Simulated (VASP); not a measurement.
# Zr (P6_3/mmc) in VASP: single point with PBEsol

Aim: the single point of Zr with PBEsol.

Everything below comes from runs of VASP 6.6.1. Logs are shortened: lines on timing, memory, paths and dates and some standing lists are left out, and cuts for length are marked.

## 1. The cell of the first run

The structure is hexagonal, space group P6_3/mmc (No. 194). The conventional cell has a = 3.239 Å, b = 3.239 Å, c = 5.172 Å, α = 90.00°, β = 90.00°, γ = 120.00°. Zr (site symmetry -6m2) has 12 Zr at 3.19 to 3.24 Å within 4.2 Å.

## 2. Single point, PBEsol

File INCAR:

```
SYSTEM = Zr
ALGO = Normal ; EDIFF = 1E-6
ENCUT = 500 ; GGA = PS
GGA_COMPAT = .FALSE. ; ISIF = 2
ISMEAR = 0 ; LASPH = .TRUE.
LCHARG = .FALSE. ; LREAL = .FALSE.
LWAVE = .FALSE. ; NBANDS = 19
NELM = 120 ; PREC = Accurate
SIGMA = 0.1
```

File KPOINTS:

```
k-points
0
G
  6 6 4
  0 0 0
```

File POSCAR:

```
Zr
1.0
    3.2392314131      0.0000000000      0.0000000000
   -1.6196157065      2.8052566925      0.0000000000
    0.0000000000      0.0000000000      5.1722200000
Zr
2
Direct
    0.3333333300      0.6666666700      0.2500000000
    0.6666666700      0.3333333300      0.7500000000
```

Potentials or basis: VASP PAW PBE potentials, release 64 (Zr_sv).

The run is started by

```bash
$ cat potpaw_PBE.64/Zr_sv/POTCAR > POTCAR
$ mpirun -np 1 vasp_std > vasp.out
```

OUTCAR:

```text
SYSTEM = Zr
   EDIFF = 1E-6
   ENCUT = 500
   GGA = PS
   ISIF = 2
   ISMEAR = 0
   LASPH = .TRUE.
   LREAL = .FALSE.
   NELM = 120
   PREC = Accurate

 ion  position               nearest neighbor table
   1  0.333  0.667  0.250-   2 3.19   2 3.19   2 3.19   2 3.19   2 3.19   2 3.19
   2  0.667  0.333  0.750-   1 3.19   1 3.19   1 3.19   1 3.19   1 3.19   1 3.19

  LATTYP: Found a hexagonal cell.
 ALAT       =     3.2392314131
 C/A-ratio  =     1.5967429740

  Lattice vectors:

 A1 = (   3.2392314131,   0.0000000000,   0.0000000000)
 A2 = (  -1.6196157065,   2.8052566925,   0.0000000000)
 A3 = (   0.0000000000,   0.0000000000,   5.1722200000)

Analysis of symmetry for initial positions (statically):
=====================================================================
 Subroutine PRICEL returns:
 Original cell was already a primitive cell.

 Routine SETGRP: Setting up the symmetry group for a
 hexagonal supercell.

 Subroutine GETGRP returns: Found 24 space group operations
 (whereof 12 operations were pure point group operations)
 out of a pool of 24 trial point group operations.

The static configuration has the point symmetry D_3d.
 The point group associated with its full space group is D_6h.

Analysis of symmetry for dynamics (positions and initial velocities):
=====================================================================
 Subroutine PRICEL returns:
 Original cell was already a primitive cell.

 Routine SETGRP: Setting up the symmetry group for a
 hexagonal supercell.

 Subroutine GETGRP returns: Found 24 space group operations
 (whereof 12 operations were pure point group operations)
 out of a pool of 24 trial point group operations.

The dynamic configuration has the point symmetry D_3d.
 The point group associated with its full space group is D_6h.

 Subroutine INISYM returns: Found 24 space group operations
 (whereof 12 operations are pure point group operations),
 and found     1 'primitive' translations

----------------------------------------------------------------------------------------

                                     Primitive cell

  volume of cell :      46.9993

  direct lattice vectors                    reciprocal lattice vectors
     3.239231413  0.000000000  0.000000000     0.308715208  0.178236809  0.000000000
    -1.619615707  2.805256692  0.000000000     0.000000000  0.356473617  0.000000000
     0.000000000  0.000000000  5.172220000     0.000000000  0.000000000  0.193340577

  length of vectors
     3.239231413  3.239231413  5.172220000     0.356473617  0.356473617  0.193340577

  position of ions in fractional coordinates (direct lattice)
     0.333333330  0.666666670  0.250000000
     0.666666670  0.333333330  0.750000000

  ion indices of the primitive-cell ions
   primitive index   ion index
                 1           1
                 2           2

----------------------------------------------------------------------------------------

 KPOINTS: k-points

Automatic generation of k-mesh.
 Grid dimensions read from file:
 generate k-points for:    6    6    4

 Generating k-lattice:

  Cartesian coordinates                     Fractional coordinates (reciprocal lattice)
     0.051452535  0.029706135  0.000000000     0.166666667  0.000000000  0.000000000
     0.000000000  0.059412270  0.000000000     0.000000000  0.166666667  0.000000000
     0.000000000  0.000000000  0.048335144     0.000000000  0.000000000  0.250000000

  Length of vectors
     0.059412270  0.059412270  0.048335144

  Shift w.r.t. Gamma in fractional coordinates (k-lattice)
     0.000000000  0.000000000  0.000000000

 Subroutine IBZKPT returns following result:
 ===========================================

 Found     21 irreducible k-points:

 Following reciprocal coordinates:
            Coordinates               Weight
  0.000000  0.000000  0.000000      1.000000
  0.166667  0.000000  0.000000      6.000000
  0.333333 -0.000000  0.000000      6.000000
  0.500000 -0.000000  0.000000      3.000000
  0.166667  0.166667  0.000000      6.000000
  0.333333  0.166667  0.000000     12.000000
[... 13 lines left out ...]
  0.333333  0.166667  0.500000     12.000000
  0.333333  0.333333  0.500000      2.000000
   k-points           NKPTS =     21   k-points in BZ     NKDIM =     21   number of bands    NBANDS=     19
   number of dos      NEDOS =    301   number of ions     NIONS =      2
   total plane-waves  NPLWV =  23040
   dimension x,y,z NGX =    24 NGY =   24 NGZ =   40
   dimension x,y,z NGXF=    48 NGYF=   48 NGZF=   80
   ions per type =               2
   NGX,Y,Z   is equivalent  to a cutoff of  12.32, 12.32, 12.86 a.u.
   NGXF,Y,Z  is equivalent  to a cutoff of  24.63, 24.63, 25.71 a.u.
 SYSTEM =  Zr
   PREC   = accura    normal or accurate (medium, high low for compatibility)
   ISTART =      0    job   : 0-new  1-cont  2-samecut
   ICHARG =      2    charge: 1-file 2-atom 10-const
   ISPIN  =      1    spin polarized calculation?
   LNONCOLLINEAR =      F non collinear calculations
   LSORBIT =      F    spin-orbit coupling
   LASPH  =      T    aspherical Exc in radial PAW
   ENCUT  =  500.0 eV  36.75 Ry    6.06 a.u.   5.91  5.91  9.43*2*pi/ulx,y,z
   NELM   =    120;   NELMIN=  2; NELMDL= -5     # of ELM steps
   EDIFF  = 0.1E-05   stopping-criterion for ELM
   LREAL  =      F    real-space projection
   EDIFFG = 0.1E-04   stopping-criterion for IOM
   NSW    =      0    number of steps for IOM
   IBRION =     -1    ionic relax: 0-MD 1-quasi-New 2-CG
   NFREE  =      0    steps in history (QN), initial steepest desc. (CG)
   ISIF   =      2    stress and relaxation
   ISYM   =      2    0-nonsym 1-usesym 2-fastsym
   POTIM  = 0.5000    time-step for ionic-motion
   TEBEG  =    0.0;   TEEND  =   0.0 temperature during run
   PSTRESS=    0.0 pullay stress
   NELECT =      24.0000    total number of electrons
   NUPDOWN=      -1.0000    fix difference up-down
   EMIN   =  10.00;   EMAX   =-10.00  energy-range for DOS
   EFERMI =   0.00;   METHOD = LEGACY
   ISMEAR =     0;   SIGMA  =   0.10  broadening in eV -4-tet -1-fermi 0-gaus
   EFERMI_NEDOS =   21; number of points for ismear=-14 and -15
   IALGO  =     38    algorithm
   IMIX   =      4    mixing-type and parameters
     AMIX     =   0.40;   BMIX     =  1.00
     AMIX_MAG =   1.60;   BMIX_MAG =  1.00
  volume/ion in A,a.u.               =      23.50       158.58
  Fermi-wavevector in a.u.,A,eV,Ry     =   1.308523  2.472750 23.296340  1.712233
  Thomas-Fermi vector in A             =   2.439184
   LORBIT       =      0    0 simple, 1 ext, 2 COOP (PROOUT), +10 PAW based schemes
   GGA     = PS    functional components
   LHFCALC =     F    Hartree Fock is set to
   AEXX    =    0.0000 exact exchange contribution
   IVDW    =     0    specifies the selected vdW correction
   LEPSILON=     F    determine dielectric tensor
   LRPA    =     F    only Hartree local field effects (RPA)
 non-spin polarized calculation
 Gauss-broadening in eV      SIGMA  =   0.10
  energy-cutoff  :      500.00
  volume of cell :       47.00
 maximum number of plane-waves:      1209
 NGX is ok and might be reduce to    24
   NGX = 11   NGY = 11   NGZ = 19

 number of electron      24.0000001 magnetization

 Free energy of the ion-electron system (eV)
  ---------------------------------------------------
  ext. energy  EPLUGINS =         0.00000000
  ---------------------------------------------------
  free energy    TOTEN  =       -18.13329689 eV

  energy without entropy =      -18.12026239  energy(sigma->0) =      -18.12677964

 E-fermi :   8.8121     XC(G=0): -11.1589

 val. band max:        8.7954056098   @ k =   0.0000   0.0000   0.5000
 cond. band min:       8.8487394148   @ k =   0.3333   0.3333   0.2500
 fundamental gap:      0.0533338050
 Fermi energy:         8.8121275730

 k-point     1 :       0.0000    0.0000    0.0000
  band No.  band energies     occupation
      1     -39.9854      2.00000
      2     -39.8366      2.00000
      3     -18.5271      2.00000
      4     -17.6644      2.00000
      5     -17.6644      2.00000
      6     -17.5440      2.00000
[... 11 lines left out ...]
     18      10.8914      0.00000
     19      13.1661      0.00000

 k-point     2 :       0.1667    0.0000    0.0000
  band No.  band energies     occupation
      1     -39.9563      2.00000
      2     -39.8249      2.00000
      3     -18.4468      2.00000
      4     -17.8368      2.00000
      5     -17.7194      2.00000
      6     -17.7025      2.00000
[... 11 lines left out ...]
     18      10.9651      0.00000
     19      13.5374      0.00000

 k-point     3 :       0.3333   -0.0000    0.0000
  band No.  band energies     occupation
      1     -39.8924      2.00000
      2     -39.8065      2.00000
      3     -18.2505      2.00000
      4     -18.1798      2.00000
      5     -18.0286      2.00000
      6     -17.8212      2.00000
[... 11 lines left out ...]
     18      12.6437      0.00000
     19      13.9130      0.00000

 k-point     4 :       0.5000   -0.0000    0.0000
  band No.  band energies     occupation
      1     -39.8530      2.00000
      2     -39.8044      2.00000
      3     -18.3489      2.00000
      4     -18.1818      2.00000
      5     -18.1037      2.00000
      6     -17.8695      2.00000
[... 11 lines left out ...]
     18      14.0402      0.00000
     19      14.8806      0.00000

 k-point     5 :       0.1667    0.1667    0.0000
  band No.  band energies     occupation
      1     -39.9095      2.00000
      2     -39.8101      2.00000
      3     -18.3068      2.00000
      4     -18.0177      2.00000
      5     -18.0032      2.00000
      6     -17.7728      2.00000
[... 11 lines left out ...]
     18      12.5066      0.00000
     19      13.6324      0.00000

 k-point     6 :       0.3333    0.1667    0.0000
  band No.  band energies     occupation
      1     -39.8534      2.00000
      2     -39.8041      2.00000
      3     -18.2604      2.00000
      4     -18.1236      2.00000
      5     -18.1070      2.00000
      6     -17.9297      2.00000
[... 11 lines left out ...]
     18      13.6568      0.00000
     19      14.6065      0.00000

 k-point     7 :       0.3333    0.3333    0.0000
  band No.  band energies     occupation
      1     -39.8184      2.00000
      2     -39.8184      2.00000
      3     -18.2178      2.00000
      4     -18.0686      2.00000
      5     -18.0686      2.00000
      6     -17.9339      2.00000
[... 11 lines left out ...]
     18      13.4166      0.00000
     19      15.0664      0.00000

 k-point     8 :       0.0000    0.0000    0.2500
  band No.  band energies     occupation
      1     -39.9639      2.00000
      2     -39.8587      2.00000
      3     -18.3912      2.00000
      4     -17.6969      2.00000
      5     -17.6445      2.00000
      6     -17.6445      2.00000
[... 190 lines left out ...]
 k-point    17 :       0.3333   -0.0000    0.5000
  band No.  band energies     occupation
      1     -39.8496      2.00000
      2     -39.8496      2.00000
      3     -18.2871      2.00000
      4     -18.2871      2.00000
      5     -17.7824      2.00000
      6     -17.7824      2.00000
[... 11 lines left out ...]
     18      12.9873      0.00000
     19      13.2879      0.00000

 k-point    18 :       0.5000   -0.0000    0.5000
  band No.  band energies     occupation
      1     -39.8287      2.00000
      2     -39.8287      2.00000
      3     -18.4202      2.00000
      4     -18.4202      2.00000
      5     -17.7818      2.00000
      6     -17.7818      2.00000
[... 11 lines left out ...]
     18      13.8745      0.00000
     19      13.9425      0.00000

 k-point    19 :       0.1667    0.1667    0.5000
  band No.  band energies     occupation
      1     -39.8600      2.00000
      2     -39.8600      2.00000
      3     -18.2040      2.00000
      4     -18.2040      2.00000
      5     -17.8001      2.00000
      6     -17.8001      2.00000
[... 11 lines left out ...]
     18      12.7966      0.00000
     19      13.3662      0.00000

 k-point    20 :       0.3333    0.1667    0.5000
  band No.  band energies     occupation
      1     -39.8287      2.00000
      2     -39.8287      2.00000
      3     -18.3461      2.00000
      4     -18.3461      2.00000
      5     -17.9064      2.00000
      6     -17.9064      2.00000
[... 11 lines left out ...]
     18      13.4713      0.00000
     19      14.7666      0.00000

 k-point    21 :       0.3333    0.3333    0.5000
  band No.  band energies     occupation
      1     -39.8183      2.00000
      2     -39.8183      2.00000
      3     -18.2942      2.00000
      4     -18.2942      2.00000
      5     -18.0644      2.00000
      6     -18.0644      2.00000
[... 11 lines left out ...]
     18      13.1321      0.00000
     19      16.7229      0.00000

------------------------ aborting loop because EDIFF is reached ----------------------------------------

  FORCE on cell =-STRESS in cart. coord.  units (eV):
  Direction    XX          YY          ZZ          XY          YZ          ZX
  --------------------------------------------------------------------------------------
  -------------------------------------------------------------------------------------
  Total       -1.3088489     -1.3088489     -1.1290189     -0.0000000     -0.0000000     -0.0000000
  in kB      -44.6178380    -44.6178380    -38.4875445     -0.0000000     -0.0000000     -0.0000000
  external PRESSURE =     -42.5744068 kB  Pullay stress =       0.0000000 kB

 VOLUME and BASIS-vectors are now :
 -----------------------------------------------------------------------------
  energy-cutoff  :      500.00
  volume of cell :       47.00
      direct lattice vectors                 reciprocal lattice vectors
     3.239231413  0.000000000  0.000000000     0.308715208  0.178236809  0.000000000
    -1.619615707  2.805256692  0.000000000     0.000000000  0.356473617  0.000000000
     0.000000000  0.000000000  5.172220000     0.000000000  0.000000000  0.193340577

 POSITION                                       TOTAL-FORCE (eV/Angst)
 -----------------------------------------------------------------------------------
     -0.00000      1.87017      1.29306        -0.000000      0.000000      0.000000
      1.61962      0.93509      3.87917         0.000000      0.000000      0.000000
 -----------------------------------------------------------------------------------
    total drift:                               -0.000010      0.000006     -0.000000

  FREE ENERGIE OF THE ION-ELECTRON SYSTEM (eV)
  ---------------------------------------------------
  free  energy   TOTEN  =       -18.1332968932 eV

  energy  without entropy=      -18.1202623850  energy(sigma->0) =      -18.12677964
```

It took 14 s on 1 thread of AMD EPYC 9R14, shared host; peak memory 0.13 GiB.

What came out:

| Item | Value |
| --- | --- |
| Free energy | -18.1333 eV |
| Pressure | -4.3 GPa |
| Band gap on the k mesh | zero (band 12 reaches 9.63 eV, above the bottom of band 13 at 8.73 eV) |

Stress tensor (GPa, compression positive):
```
-4.46  0.00  0.00
 0.00 -4.46  0.00
 0.00  0.00 -3.85
```

Caveat: the k points lie up to 0.37 Å⁻¹ apart; the PAW data sets were made with another functional, which shifts forces and pressure a little.
